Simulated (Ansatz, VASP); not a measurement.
## One calculation of AlCu5, two programs

```
CELL_PARAMETERS angstrom
3.89158 0.00000 0.00000
-1.94579 3.37021 0.00000
0.00000 0.00000 6.13219
ATOMIC_POSITIONS crystal
Al 0.00000 0.00000 0.00000
Cu 0.50000 0.00000 0.50000
Cu 0.00000 0.50000 0.50000
Cu 0.50000 0.50000 0.50000
Cu 0.00000 0.00000 0.67715
Cu 0.00000 0.00000 0.32285
```

Alike in both runs: task relaxation of cell and atoms; functional PBE; k mesh 6 × 6 × 4; occupations gaussian, width 0.1 eV; no spin polarisation.

|  | VASP | Ansatz |
| --- | --- | --- |
| version | VASP 6.6.1 | Ansatz 0.2.0 |
| potentials or method | VASP PAW PBE potentials, release 64 (Al, Cu), cutoff 600 eV | scalar-relativistic, plane waves, PAW |
| valence electrons in the cell | 58 | 98 |

Ansatz gave:

- gap on the k mesh at the Fermi level, each at its own relaxed structure (eV): none
- relaxed volume (Å³/atom): 22.48
- relaxed cell length with the largest relative difference (Å): 4.745

Question: Which values does VASP return?

Answer: gap on the k mesh at the Fermi level, each at its own relaxed structure (eV): none; relaxed volume (Å³/atom): 22.41; relaxed cell length with the largest relative difference (Å): 4.739.

A gap of «none» marks a metal or a gap that the smearing closes. VASP's potentials hold 58 valence electrons a cell and Ansatz's 98, so a difference there can come from the potentials and not from the codes.

Noted on VASP's run: the volume moved by over 15 % at a fixed basis, so the end points are rough.
